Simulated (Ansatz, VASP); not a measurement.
Two plane-wave programs on TiO2

```
Ti O
1.0
     4.59423    0.00000    0.00000
     0.00000    4.59423    0.00000
     0.00000    0.00000    2.95871
Ti O
2 4
Direct
  0.00000 0.00000 0.00000
  0.50000 0.50000 0.50000
  0.30496 0.30496 0.00000
  0.80496 0.19504 0.50000
  0.19504 0.80496 0.50000
  0.69504 0.69504 0.00000
```

Alike in both runs: task single point; functional r2SCAN; k mesh 6 × 6 × 10; occupations gaussian, width 0.05 eV; no spin polarisation.

|  | VASP | Ansatz |
| --- | --- | --- |
| version | VASP 6.6.1 | Ansatz 0.2.0 |
| potentials or method | VASP PAW PBE potentials, release 64 (Ti_sv, O), cutoff 520 eV | scalar-relativistic, plane waves, PAW |
| valence electrons in the cell | 48 | 48 |

VASP gave:

- gap on the k mesh at the Fermi level (eV): 2.24
- least direct gap on the mesh (eV): 2.24
- pressure (GPa): 1.1
- traceless stress, the component that is largest in VASP (GPa): 0.02
- rms of the force components (eV/Å): 0.037

What did Ansatz give for the same quantities?

gap on the k mesh at the Fermi level (eV): 2.23; least direct gap on the mesh (eV): 2.23; pressure (GPa): -0.1; traceless stress, the component that is largest in VASP (GPa): -0.45; rms of the force components (eV/Å): 0.021.

VASP's potentials were made for PBE, not for r2SCAN. Atom by atom the forces differ by 0.016 eV/Å (rms over components).
